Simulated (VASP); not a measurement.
Input of a VASP 6.6.1 run:

The input INCAR:

```
SYSTEM = Gd
PREC = Accurate
ENCUT = 520
EDIFF = 1E-6
ISMEAR = -1
SIGMA = 0.08
LREAL = .FALSE.
LASPH = .TRUE.
NELM = 150
ALGO = Normal
ISIF = 2
LWAVE = .FALSE.
LCHARG = .FALSE.
ISPIN = 2
MAGMOM = 7
LORBIT = 11
LMAXMIX = 6
GGA = PE
NBANDS = 19
```

The input KPOINTS:

```
regular mesh
0
G
  15 15 15
  0 0 0
```

File POSCAR:

```
Gd
1.0
    0.0000000000      2.2797618471      2.2797618471
    2.2797618471      0.0000000000      2.2797618471
    2.2797618471      2.2797618471      0.0000000000
Gd
1
Direct
    0.0000000000      0.0000000000      0.0000000000
```

Potentials or basis: VASP PAW PBE potentials, release 64 (Gd).

The run is started by

```console
$ cat potpaw_PBE.64/Gd/POTCAR > POTCAR
$ mpirun -np 1 vasp_std > vasp.out
```

Problem. Predict the pressure.

Solution. 18.2 GPa.

Problem. Estimate the site moments.

Solution. Gd +6.86 μB.

Caveat: the cell stands under pressure. The state reached can hang on the start; a lower one may exist.
